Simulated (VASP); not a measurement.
The system is Li2Se.

```
CELL_PARAMETERS angstrom
0.00000 3.00250 3.00250
3.00250 0.00000 3.00250
3.00250 3.00250 0.00000
ATOMIC_POSITIONS crystal
Li 0.25000 0.25000 0.25000
Li 0.75000 0.75000 0.75000
Se 0.00000 0.00000 0.00000
```

```yaml
Program: VASP 6.6.1
Task: relaxation of cell and atoms
Functional: LDA
Potentials_or_basis: VASP PAW LDA potentials, release 64 (Li_sv, Se)
Cutoff: 750 eV
k_mesh: 6 × 6 × 6
Occupations: fermi-dirac, width 0.02 eV
Spin: no spin polarisation
```

At the start: pressure -2.6 GPa; volume 18.05 Å³/atom.

Question: Where does the relaxation end?

Answer: Over 4 steps the energy falls by 11.9 meV/atom and the volume is 16.68 Å³/atom (-7.6 %); space group Fm-3m (No. 225, to 0.1 Å) before and after.

Step by step:
```tsv
step	energy change (eV)	largest force (eV/Å)	pressure (GPa)	volume (Å³)
1	0.0000	0.0000	-2.63	54.14
2	-0.0282	0.0000	-1.29	51.85
3	-0.0356	0.0000	-0.07	50.14
4	-0.0356	0.0000	0.01	50.04
```

Final structure:
```xyz
3
Lattice="0.0000 2.9249 2.9249 2.9249 0.0000 2.9249 2.9249 2.9249 0.0000" Properties=species:S:1:pos:R:3 pbc="T T T"
Li    1.4624    1.4624    1.4624
Li    4.3873    4.3873    4.3873
Se    5.8498    5.8498    5.8498
```
